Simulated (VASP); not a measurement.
**AgCl (rocksalt type): single point with PBEsol**

The system is AgCl (rocksalt type).

```
CELL_PARAMETERS angstrom
0.00000 2.47465 2.47465
2.47465 0.00000 2.47465
2.47465 2.47465 0.00000
ATOMIC_POSITIONS crystal
Ag 0.00000 0.00000 0.00000
Cl 0.50000 0.50000 0.50000
```

This cell differs from its parent crystal: volume scaled by 0.75.

```json
{
 "Program": "VASP 6.6.1",
 "Task": "single point",
 "Functional": "PBEsol",
 "Potentials or basis": "VASP PAW PBE potentials, release 64 (Ag, Cl)",
 "Cutoff": "520 eV",
 "k mesh": "15 × 15 × 15",
 "Occupations": "fermi-dirac, width 0.08 eV",
 "Spin": "no spin polarisation"
}
```

| Item | Value |
| --- | --- |
| Pressure | 34.5 GPa |
| Band gap on the k mesh | 1.01 eV, indirect (least direct gap 2.87 eV) |

Levels at points of the mesh, in eV from the valence-band top:
```tsv
k point	band 7	band 8	band 9	band 10	band 11	band 12
(0.00, 0.00, 0.00)	-3.92	-3.92	-3.92	1.01	10.59	10.59
```

Run time: 93 s on 1 thread of Intel Xeon 8259CL, on a shared host, peak memory 0.2 GiB.

Caveat: the PAW data sets were made with another functional, which shifts forces and pressure a little. A k mesh can miss the band edges.
